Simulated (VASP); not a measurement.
# Ir (Fm-3m) in VASP: further runs, part 2 of 2

VASP 6.6.1.

## 4. Single point, PBEsol

This run uses another cell than the first one, of 15.46 Å³/atom, 1.048 times its volume.

Contents of INCAR:

```
SYSTEM = Ir
PREC = Accurate
ENCUT = 500
EDIFF = 1E-6
ISMEAR = -1
SIGMA = 0.05
LREAL = .False.
LASPH = .True.
NELM = 120
ALGO = Normal
ISIF = 2
LWAVE = .False.
LCHARG = .False.
GGA = PS
NBANDS = 10
GGA_COMPAT = .False.
```

Contents of KPOINTS:

```
Automatic mesh
0
Gamma
  13 13 13
  0 0 0
```

Contents of POSCAR:

```
Ir
1.0
    0.0000000000      1.9774357892      1.9774357892
    1.9774357892      0.0000000000      1.9774357892
    1.9774357892      1.9774357892      0.0000000000
Ir
1
Direct
    0.0000000000      0.0000000000      0.0000000000
```

Potentials or basis: VASP PAW PBE potentials, release 64 (Ir).

Run with:

```bash
cat potpaw_PBE.64/Ir/POTCAR > POTCAR
mpirun -np 1 vasp_std > vasp.out
```

OUTCAR:

```text
SYSTEM = Ir
   PREC = Accurate
   ENCUT = 500
   EDIFF = 1E-6
   ISMEAR = -1
   LREAL = .False.
   LASPH = .True.
   NELM = 120
   ISIF = 2
   GGA = PS

 ion  position               nearest neighbor table
   1  0.000  0.000  0.000-

  LATTYP: Found a face centered cubic cell.
 ALAT       =     3.9548715784

  Lattice vectors:

 A1 = (   0.0000000000,   1.9774357892,   1.9774357892)
 A2 = (   1.9774357892,   0.0000000000,   1.9774357892)
 A3 = (   1.9774357892,   1.9774357892,   0.0000000000)

Analysis of symmetry for initial positions (statically):
=====================================================================
 Subroutine PRICEL returns:
 Original cell was already a primitive cell.

 Routine SETGRP: Setting up the symmetry group for a
 face centered cubic supercell.

 Subroutine GETGRP returns: Found 48 space group operations
 (whereof 48 operations were pure point group operations)
 out of a pool of 48 trial point group operations.

The static configuration has the point symmetry O_h .

Analysis of symmetry for dynamics (positions and initial velocities):
=====================================================================
 Subroutine PRICEL returns:
 Original cell was already a primitive cell.

 Routine SETGRP: Setting up the symmetry group for a
 face centered cubic supercell.

 Subroutine GETGRP returns: Found 48 space group operations
 (whereof 48 operations were pure point group operations)
 out of a pool of 48 trial point group operations.

The dynamic configuration has the point symmetry O_h .

 Subroutine INISYM returns: Found 48 space group operations
 (whereof 48 operations are pure point group operations),
 and found     1 'primitive' translations

----------------------------------------------------------------------------------------

                                     Primitive cell

  volume of cell :      15.4645

  direct lattice vectors                    reciprocal lattice vectors
     0.000000000  1.977435789  1.977435789    -0.252852711  0.252852711  0.252852711
     1.977435789  0.000000000  1.977435789     0.252852711 -0.252852711  0.252852711
     1.977435789  1.977435789  0.000000000     0.252852711  0.252852711 -0.252852711

  length of vectors
     2.796516512  2.796516512  2.796516512     0.437953742  0.437953742  0.437953742

  position of ions in fractional coordinates (direct lattice)
     0.000000000  0.000000000  0.000000000

  ion indices of the primitive-cell ions
   primitive index   ion index
                 1           1

----------------------------------------------------------------------------------------

 KPOINTS: Automatic mesh

Automatic generation of k-mesh.
 Grid dimensions read from file:
 generate k-points for:   13   13   13

 Generating k-lattice:

  Cartesian coordinates                     Fractional coordinates (reciprocal lattice)
    -0.019450209  0.019450209  0.019450209     0.076923077  0.000000000  0.000000000
     0.019450209 -0.019450209  0.019450209     0.000000000  0.076923077  0.000000000
     0.019450209  0.019450209 -0.019450209     0.000000000  0.000000000  0.076923077

  Length of vectors
     0.033688749  0.033688749  0.033688749

  Shift w.r.t. Gamma in fractional coordinates (k-lattice)
     0.000000000  0.000000000  0.000000000

 Subroutine IBZKPT returns following result:
 ===========================================

 Found     84 irreducible k-points:

 Following reciprocal coordinates:
            Coordinates               Weight
  0.000000  0.000000  0.000000      1.000000
  0.076923  0.000000  0.000000      8.000000
  0.153846  0.000000  0.000000      8.000000
  0.230769  0.000000  0.000000      8.000000
  0.307692  0.000000  0.000000      8.000000
  0.384615  0.000000  0.000000      8.000000
[... 16 lines left out ...]
  0.384615  0.153846  0.000000     24.000000
  0.461538  0.153846  0.000000     24.000000
 [... further k-points ...]
   k-points           NKPTS =     84   k-points in BZ     NKDIM =     84   number of bands    NBANDS=     10
   number of dos      NEDOS =    301   number of ions     NIONS =      1
   total plane-waves  NPLWV =   8000
   dimension x,y,z NGX =    20 NGY =   20 NGZ =   20
   dimension x,y,z NGXF=    40 NGYF=   40 NGZF=   40
   ions per type =               1
   NGX,Y,Z   is equivalent  to a cutoff of  11.89, 11.89, 11.89 a.u.
   NGXF,Y,Z  is equivalent  to a cutoff of  23.78, 23.78, 23.78 a.u.
 SYSTEM =  Ir
   PREC   = accura    normal or accurate (medium, high low for compatibility)
   ISTART =      0    job   : 0-new  1-cont  2-samecut
   ICHARG =      2    charge: 1-file 2-atom 10-const
   ISPIN  =      1    spin polarized calculation?
   LNONCOLLINEAR =      F non collinear calculations
   LSORBIT =      F    spin-orbit coupling
   LASPH  =      T    aspherical Exc in radial PAW
   ENCUT  =  500.0 eV  36.75 Ry    6.06 a.u.   5.10  5.10  5.10*2*pi/ulx,y,z
   NELM   =    120;   NELMIN=  2; NELMDL= -5     # of ELM steps
   EDIFF  = 0.1E-05   stopping-criterion for ELM
   LREAL  =      F    real-space projection
   EDIFFG = 0.1E-04   stopping-criterion for IOM
   NSW    =      0    number of steps for IOM
   IBRION =     -1    ionic relax: 0-MD 1-quasi-New 2-CG
   NFREE  =      0    steps in history (QN), initial steepest desc. (CG)
   ISIF   =      2    stress and relaxation
   ISYM   =      2    0-nonsym 1-usesym 2-fastsym
   POTIM  = 0.5000    time-step for ionic-motion
   TEBEG  =    0.0;   TEEND  =   0.0 temperature during run
   PSTRESS=    0.0 pullay stress
   NELECT =       9.0000    total number of electrons
   NUPDOWN=      -1.0000    fix difference up-down
   EMIN   =  10.00;   EMAX   =-10.00  energy-range for DOS
   EFERMI =   0.00;   METHOD = LEGACY
   ISMEAR =    -1;   SIGMA  =   0.05  broadening in eV -4-tet -1-fermi 0-gaus
   EFERMI_NEDOS =   21; number of points for ismear=-14 and -15
   IALGO  =     38    algorithm
   IMIX   =      4    mixing-type and parameters
     AMIX     =   0.40;   BMIX     =  1.00
     AMIX_MAG =   1.60;   BMIX_MAG =  1.00
  volume/ion in A,a.u.               =      15.46       104.36
  Fermi-wavevector in a.u.,A,eV,Ry     =   1.366816  2.582907 25.418201  1.868185
  Thomas-Fermi vector in A             =   2.492923
   LORBIT       =      0    0 simple, 1 ext, 2 COOP (PROOUT), +10 PAW based schemes
   GGA     = PS    functional components
   LHFCALC =     F    Hartree Fock is set to
   AEXX    =    0.0000 exact exchange contribution
   IVDW    =     0    specifies the selected vdW correction
   LEPSILON=     F    determine dielectric tensor
   LRPA    =     F    only Hartree local field effects (RPA)
 non-spin polarized calculation
  energy-cutoff  :      500.00
  volume of cell :       15.46
 maximum number of plane-waves:       401
   NGX = 11   NGY = 11   NGZ = 11

 number of electron       9.0000000 magnetization

 Free energy of the ion-electron system (eV)
  ---------------------------------------------------
  ext. energy  EPLUGINS =         0.00000000
  ---------------------------------------------------
  free energy    TOTEN  =        -9.68282883 eV

  energy without entropy =       -9.67162342  energy(sigma->0) =       -9.67722613

 E-fermi :   8.7718     XC(G=0): -13.5829

 val. band max:        8.7303538184   @ k =  -0.3077   0.3077   0.0769
 cond. band min:       8.7746483982   @ k =  -0.4615   0.4615   0.0000
 fundamental gap:      0.0442945798
 Fermi energy:         8.7718375343

 k-point     1 :       0.0000    0.0000    0.0000
  band No.  band energies     occupation
      1      -1.4883      2.00000
      2       5.3603      2.00000
      3       5.3603      2.00000
      4       5.3603      2.00000
      5       7.7194      2.00000
      6       7.7194      2.00000
      7      23.2181      0.00000
      8      28.2725      0.00000
      9      28.2725      0.00000
     10      28.2725      0.00000

 k-point     2 :       0.0769    0.0000    0.0000
  band No.  band energies     occupation
      1      -1.2495      2.00000
      2       5.2427      2.00000
      3       5.4592      2.00000
      4       5.4592      2.00000
      5       7.6615      2.00000
      6       7.6615      2.00000
      7      23.6067      0.00000
      8      27.0300      0.00000
      9      28.6460      0.00000
     10      28.6460      0.00000
[... 274 lines left out ...]
 k-point    24 :       0.4615    0.1538    0.0000
  band No.  band energies     occupation
      1       2.1954      2.00000
      2       4.7428      2.00000
      3       5.5840      2.00000
      4       6.0768      2.00000
      5       9.5839      0.00000
      6      10.6963      0.00000
      7      16.6294      0.00000
      8      24.1047      0.00000
      9      26.2692      0.00000
     10      27.3282      0.00000

 [... further k-points ...]
[... 5 lines left out ...]
  --------------------------------------------------------------------------------------
  -------------------------------------------------------------------------------------
  Total       -2.7424430     -2.7424430     -2.7424430      0.0000000      0.0000000      0.0000000
  in kB     -284.1260361   -284.1260361   -284.1260361      0.0000000      0.0000000      0.0000000
  external PRESSURE =    -284.1260361 kB  Pullay stress =       0.0000000 kB

 VOLUME and BASIS-vectors are now :
 -----------------------------------------------------------------------------
  energy-cutoff  :      500.00
  volume of cell :       15.46
      direct lattice vectors                 reciprocal lattice vectors
     0.000000000  1.977435789  1.977435789    -0.252852711  0.252852711  0.252852711
     1.977435789  0.000000000  1.977435789     0.252852711 -0.252852711  0.252852711
     1.977435789  1.977435789  0.000000000     0.252852711  0.252852711 -0.252852711

 POSITION                                       TOTAL-FORCE (eV/Angst)
 -----------------------------------------------------------------------------------
      0.00000      0.00000      0.00000         0.000000      0.000000      0.000000
 -----------------------------------------------------------------------------------
    total drift:                               -0.000000     -0.000000     -0.000000

  FREE ENERGIE OF THE ION-ELECTRON SYSTEM (eV)
  ---------------------------------------------------
  free  energy   TOTEN  =        -9.6828288340 eV

  energy  without entropy=       -9.6716234160  energy(sigma->0) =       -9.67722613
```

OSZICAR:

```text
N       E                     dE             d eps       ncg     rms          rms(c)
DAV:   1     0.441289196545E+02    0.44129E+02   -0.41774E+03  1696   0.776E+02
DAV:   2    -0.944440076252E+01   -0.53573E+02   -0.50740E+02  1726   0.188E+02
DAV:   3    -0.103518425116E+02   -0.90744E+00   -0.90193E+00  1970   0.297E+01
DAV:   4    -0.103603836517E+02   -0.85411E-02   -0.85396E-02  1866   0.271E+00
DAV:   5    -0.103605661441E+02   -0.18249E-03   -0.18249E-03  1876   0.385E-01    0.124E+01
DAV:   6    -0.976968775215E+01    0.59088E+00   -0.12363E+00  1882   0.130E+01    0.453E+00
DAV:   7    -0.968912670481E+01    0.80561E-01   -0.27495E-01  1964   0.555E+00    0.149E+00
DAV:   8    -0.968685013181E+01    0.22766E-02   -0.19486E-03  1806   0.431E-01    0.117E+00
DAV:   9    -0.968282750527E+01    0.40226E-02   -0.20590E-03  1866   0.641E-01    0.146E-02
DAV:  10    -0.968282705935E+01    0.44592E-06   -0.11323E-05  2352   0.342E-02    0.174E-02
DAV:  11    -0.968282879348E+01   -0.17341E-05   -0.79125E-07  1450   0.571E-03    0.104E-03
DAV:  12    -0.968282883403E+01   -0.40546E-07   -0.20271E-08   892   0.159E-03
   1 F= -.96828288E+01 E0= -.96772261E+01  d E =-.112054E-01
```

stdout:

```text
POSCAR found type information on POSCAR Ir
 POSCAR found :  1 types and       1 ions
 scaLAPACK will be used
 -----------------------------------------------------------------------------
|                                                                             |
|                                                                             |
|     You enforced a specific xc type in the INCAR file but a different       |
|     I HOPE YOU KNOW WHAT YOU ARE DOING!                                     |
|                                                                             |
 -----------------------------------------------------------------------------

 LDA part: xc-table for (Slater+PW92), standard interpolation
 POSCAR, INCAR and KPOINTS ok, starting setup
 FFT: planning ... GRIDC
 FFT: planning ... GRID_SOFT
 FFT: planning ... GRID
 WAVECAR not read
 entering main loop
```

It took 8.8 s on 1 thread of AMD EPYC 9R45 (Zen 5), shared host; peak memory 0.1 GiB.

Results:

```yaml
Free_energy: -9.6828 eV
Pressure: -28.4 GPa
```

Levels at points of the mesh, in eV from the Fermi level:
```csv
k point,band 2,band 3,band 4,band 5,band 6,band 7
"(0.00, 0.00, 0.00)",-3.41,-3.41,-3.41,-1.05,-1.05,14.45
```

Caveat: the PAW data sets were made with another functional, which shifts forces and pressure a little; spin-orbit coupling is left out, which moves the levels of the heavy elements.

## 5. Summary

| cell | gap on the mesh (eV) | pressure (GPa) |
| --- | --- | --- |
| a = 2.753 Å, angles 60.0°, 1 atom | none | -16.0 |
| a = 2.775 Å, angles 60.0°, 1 atom | none | -22.7 |
| a = 2.797 Å, angles 60.0°, 1 atom | none | -28.4 |

Alike in all rows: task single point; level PBEsol; potentials or basis VASP PAW PBE potentials, release 64 (Ir); no spin polarisation; k mesh 13 × 13 × 13; cutoff (eV) 500; smearing fermi-dirac 0.05 eV.

Caveats: the PAW data sets were made with another functional, which shifts forces and pressure a little; spin-orbit coupling is left out, which moves the levels of the heavy elements.

Absolute energies hang on the potentials; compare differences alone.
